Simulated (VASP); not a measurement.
Write the native input for VASP 6.6.1 that does the following.

```
Task                   : single point
Functional             : r2SCAN
Potentials or basis    : VASP PAW PBE potentials, release 64 (Ge_d)
Cutoff                 : 550 eV
k mesh                 : 13 × 13 × 7
Occupations            : methfessel-paxton, width 0.1 eV
Spin                   : no spin polarisation
Dipole correction      : no
Further INCAR settings : ALGO = Normal; EDIFF = 1e-06; NBANDS = 21
```

Ge:

```
Ge
1.0
     1.34293   -2.32612    0.00000
     1.34293    2.32612    0.00000
     0.00000    0.00000    4.99587
Ge
2
Direct
  0.50000 0.50000 0.75000
  0.50000 0.50000 0.25000
```

This isn't the form of Ge at room conditions, which is diamond.

One way to write it, as run:

POSCAR

```
Ge
1.0
    1.3429339269     -2.3261191791      0.0000000000
    1.3429339269      2.3261191791      0.0000000000
    0.0000000000      0.0000000000      4.9958655060
Ge
2
Direct
    0.4999998611      0.5000001389      0.7500000000
    0.5000001389      0.4999998611      0.2500000000
```

INCAR.step1

```
SYSTEM = Ge
PREC = Accurate
ENCUT = 550
ISMEAR = 1
SIGMA = 0.1
LREAL = .False.
LASPH = .True.
NELM = 120
NBANDS = 21
GGA = PE
ALGO = Normal
EDIFF = 1E-5
LWAVE = .True.
LCHARG = .False.
GGA_COMPAT = .False.
```

INCAR.step2

```
SYSTEM = Ge
PREC = Accurate
ENCUT = 550
EDIFF = 1E-6
ISMEAR = 1
SIGMA = 0.1
LREAL = .False.
LASPH = .True.
NELM = 120
ALGO = Normal
ISIF = 2
LWAVE = .False.
LCHARG = .False.
METAGGA = R2SCAN
LMIXTAU = .True.
NBANDS = 21
ISTART = 1
GGA_COMPAT = .False.
```

KPOINTS

```
Automatic mesh
0
Gamma
  13 13 7
  0 0 0
```

Potentials or basis: VASP PAW PBE potentials, release 64 (Ge_d).

Run with:

```bash
$ cat potpaw_PBE.64/Ge_d/POTCAR > POTCAR
$ cp INCAR.step1 INCAR
$ mpirun -np 1 vasp_std > vasp.out
$ cp INCAR.step2 INCAR
$ mpirun -np 1 vasp_std > vasp.out
```

Results of the run:

```
Pressure               : 19.9 GPa
Band gap on the k mesh : zero (bands 14 and 15 overlap by 11.09 eV)
```

Caveat: the cell stands under pressure; the PAW data sets were made with another functional, which shifts forces and pressure a little.

Wall time 4.4 min on 1 thread of Intel(R) Xeon(R) Platinum 8488C (Sapphire Rapids) (shared host), peak memory 0.24 GiB.
